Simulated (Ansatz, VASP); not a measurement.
**Two plane-wave programs on C**

File INCAR:

```
SYSTEM = C
ALGO = Normal ; EDIFF = 1E-6
ENCUT = 520 ; GGA = PE
ISIF = 2 ; ISMEAR = 0
IVDW = 12 ; LASPH = .True.
LCHARG = .False. ; LREAL = .False.
LWAVE = .False. ; NBANDS = 11
NELM = 100 ; PREC = Accurate
SIGMA = 0.05
```

Contents of KPOINTS:

```
k-points
0
Gamma
  15 15 15
  0 0 0
```

File POSCAR:

```
C
1.0
    1.2963871249      0.7484694555      3.0033301042
   -1.2963871249      0.7484694555      3.0033301042
    0.0000000000     -1.4969389110      3.0033301042
C
2
Direct
    0.1640000000      0.1640000000      0.1640000000
    0.8360000000      0.8360000000      0.8360000000
```

Input for Ansatz:

```yaml
crystal:
  lattice:
    - [1.2963871249, 0.7484694555, 3.0033301042]
    - [-1.2963871249, 0.7484694555, 3.0033301042]
    - [0.0, -1.496938911, 3.0033301042]
  atoms:
    - { symbol: C, position: [0.164, 0.164, 0.164] }
    - { symbol: C, position: [0.836, 0.836, 0.836] }
basis:
  ecutwfc: 420
kpoints:
  mp_grid: { grid: [15, 15, 15] }
hamiltonian:
  xc: pbe
  dispersion: d3bj
scf:
  occupations: { method: gaussian, width: 0.05 }
output:
  forces: true
  stress: true
  eigenvalues: true
```

Alike in both runs: task single point; functional PBE; dispersion D3(BJ); k mesh 15 × 15 × 15; occupations gaussian, width 0.05 eV; no spin polarisation.

|  | VASP | Ansatz |
| --- | --- | --- |
| version | VASP 6.6.1 | Ansatz 0.2.0 |
| potentials or method | VASP PAW PBE potentials, release 64 (C), cutoff 520 eV | scalar-relativistic, plane waves, PAW |
| valence electrons in the cell | 8 | 8 |

VASP gave:

* gap on the k mesh at the Fermi level (eV): 0.41
* least direct gap on the mesh (eV): 0.41
* rms of the force components (eV/Å): 0.379

Task: What did Ansatz give for the same quantities?

Result: gap on the k mesh at the Fermi level (eV): 0.42; least direct gap on the mesh (eV): 0.42; rms of the force components (eV/Å): 0.380.

Atom by atom the forces differ by 0.002 eV/Å (rms over components).
